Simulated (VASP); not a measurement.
Here is a VASP 6.6.1 calculation.

Contents of INCAR:

```
SYSTEM = SrC4
PREC = Accurate
ENCUT = 520
EDIFF = 1E-6
ISMEAR = 0
SIGMA = 0.1
LREAL = .FALSE.
LASPH = .TRUE.
NELM = 150
ALGO = Normal
ISIF = 2
LWAVE = .FALSE.
LCHARG = .FALSE.
ISPIN = 2
MAGMOM = 0 1 1 1 1
LORBIT = 11
GGA = PE
NBANDS = 25
```

KPOINTS

```
regular mesh
0
G
  4 4 4
  0 0 0
```

Contents of POSCAR:

```
SrC4
1.0
    4.2845133300     -4.2845133300      0.0000000000
    4.2845133300      4.2845133300      0.0000000000
    0.0000000000      0.0000000000      3.9384909600
Sr C
1 4
Direct
    0.0000000000      0.0000000000      0.0000000000
    0.6950000000      0.3050000000      0.0000000000
    0.3050000000      0.6950000000      0.0000000000
    0.8050000000      0.8050000000      0.5000000000
    0.1950000000      0.1950000000      0.5000000000
```

Potentials or basis: VASP PAW PBE potentials, release 64 (Sr_sv, C).

Launch:

```sh
$ cat potpaw_PBE.64/Sr_sv/POTCAR potpaw_PBE.64/C/POTCAR > POTCAR
$ mpirun -np 1 vasp_std > vasp.out
```

Problem. Predict the net moment.

Solution. 6.65 μB per cell.

Problem. Estimate the largest force.

Solution. 0.763 eV/Å.

Problem. What does it give for the site moments?

Solution. Sr +0.26; C +0.53, +1.01 (each value once) μB.

Stress tensor (GPa, compression positive):
```
-1.30  0.00  0.00
 0.00  0.01  0.00
 0.00  0.00  1.27
```

Caveat: the k points lie up to 0.40 Å⁻¹ apart; the cell differs from its parent crystal (atoms taken out).
